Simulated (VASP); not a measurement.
**Al16Cu8Sb: single point with PBEsol**

System: Al16Cu8Sb, a slab with vacuum.

```
Al Cu Sb
1.0
     5.99780    0.00000    0.00000
     0.00000    5.99780    0.00000
     0.00000    0.00000   20.37458
Al Cu Sb
16 8 1
Direct
  0.15861 0.34139 0.04908
  0.15893 0.65706 0.16356
  0.84434 0.34245 0.16326
  0.84139 0.65861 0.04908
  0.65658 0.84458 0.16326
  0.65861 0.15861 0.04908
  0.34139 0.84139 0.04908
  0.34609 0.15520 0.16401
  0.16183 0.34383 0.28673
  0.16204 0.67599 0.39365
  0.82851 0.34290 0.39355
  0.84294 0.66298 0.28551
  0.65862 0.84777 0.40217
  0.65694 0.15533 0.28206
  0.34869 0.84727 0.28163
  0.34565 0.16062 0.39918
  0.00336 0.99879 0.22376
  0.00000 0.00000 0.10780
  0.50000 0.50000 0.10780
  0.50423 0.50002 0.22380
  0.00197 0.01964 0.45782
  0.99931 0.00498 0.34036
  0.50015 0.50668 0.34042
  0.48426 0.50501 0.45793
  0.07257 0.43249 0.50461
```

| Quantity | Value |
| --- | --- |
| Program | VASP 6.6.1 |
| Task | single point |
| Functional | PBEsol |
| Potentials or basis | VASP PAW PBE potentials, release 64 (Al, Cu, Sb) |
| Cutoff | 520 eV |
| k mesh | 2 × 2 × 1 |
| Occupations | fermi-dirac, width 0.1 eV |
| Spin | no spin polarisation |

```
Largest force          : 0.805 eV/Å
Band gap on the k mesh : zero (an odd number of electrons rules out a gap without spin polarisation)
```

Forces in eV/Å, atoms in the order of the input:
```
Al  -0.042  0.048  0.367
Al  -0.005 -0.007  0.021
Al  -0.003  0.000  0.042
Al   0.030 -0.023  0.353
Al   0.023 -0.011  0.004
Al  -0.067 -0.091  0.394
Al   0.093  0.068  0.394
Al   0.002  0.012 -0.017
Al  -0.047  0.000  0.005
Al  -0.004  0.031 -0.049
Al  -0.002  0.003 -0.017
Al  -0.038 -0.034 -0.007
Al  -0.002 -0.026 -0.005
Al   0.035  0.022  0.000
Al  -0.010 -0.033  0.028
Al   0.000 -0.026 -0.019
Cu  -0.037  0.019 -0.024
Cu   0.033 -0.018 -0.804
Cu   0.036 -0.004 -0.800
Cu   0.017  0.013 -0.022
Cu  -0.020  0.006  0.034
Cu  -0.015  0.010 -0.018
Cu   0.014  0.019 -0.024
Cu   0.028  0.020  0.028
Sb  -0.018 -0.001  0.135
```

Levels at points of the mesh, in eV from the Fermi level:
| k point | band 69 | band 70 | band 71 | band 72 | band 73 | band 74 | band 75 | band 76 |
| --- | --- | --- | --- | --- | --- | --- | --- | --- |
| (0.00, 0.00, 0.00) | -0.57 | -0.35 | -0.26 | -0.05 | -0.02 | 0.08 | 0.41 | 0.41 |
| (0.50, 0.00, 0.00) | -0.70 | -0.21 | -0.20 | 0.00 | 0.50 | 0.95 | 1.17 | 1.19 |
| (0.00, 0.50, 0.00) | -0.70 | -0.21 | -0.20 | -0.01 | 0.50 | 0.95 | 1.17 | 1.18 |
| (0.50, 0.50, 0.00) | 0.21 | 0.49 | 0.53 | 0.91 | 0.98 | 1.16 | 1.25 | 1.35 |

Run time: 11 min on 1 thread of Intel(R) Xeon(R) Platinum 8488C (Sapphire Rapids) (shared host), peak memory 0.81 GiB.

Caveat: the k points lie up to 0.52 Å⁻¹ apart, too coarse for converged energies and pressures of a metal; there is no dipole correction, which matters where the two faces differ; the PAW data sets were made with another functional, which shifts forces and pressure a little; spin-orbit coupling is left out, which moves the levels of the heavy elements.
